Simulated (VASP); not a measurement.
Mo: single point with PBEsol

Crystal: Mo.

```
CELL_PARAMETERS angstrom
2.67967 0.00000 0.00000
-1.33983 2.32066 0.00000
0.00000 0.00000 2.50302
ATOMIC_POSITIONS crystal
Mo 0.00000 0.00000 0.50000
```

- Program: VASP 6.6.1
- Task: single point
- Functional: PBEsol
- Potentials or basis: VASP PAW PBE potentials, release 64 (Mo_sv)
- Cutoff: 520 eV
- k mesh: 12 × 12 × 11
- Occupations: methfessel-paxton, width 0.1 eV
- Spin: no spin polarisation

| Quantity | Value |
| --- | --- |
| Pressure | 10.5 GPa |
| Band gap on the k mesh | zero (band 7 reaches 13.41 eV, above the bottom of band 8 at 11.38 eV) |

Stress tensor (GPa, compression positive):
```
14.73  0.00  0.00
 0.00 14.73  0.00
 0.00  0.00  2.10
```

Levels at points of the mesh, in eV from the Fermi level:
| k point | band 5 | band 6 | band 7 | band 8 | band 9 | band 10 |
| --- | --- | --- | --- | --- | --- | --- |
| (0.00, 0.00, 0.00) | -7.07 | -4.73 | -1.06 | -1.06 | 4.45 | 4.45 |
| (0.50, 0.00, 0.00) | -5.36 | -3.37 | 0.97 | 1.16 | 3.70 | 4.79 |

Wall time 22 s on 1 thread of Intel Xeon 8259CL (shared host), peak memory 0.14 GiB.

Caveat: the PAW data sets were made with another functional, which shifts forces and pressure a little.
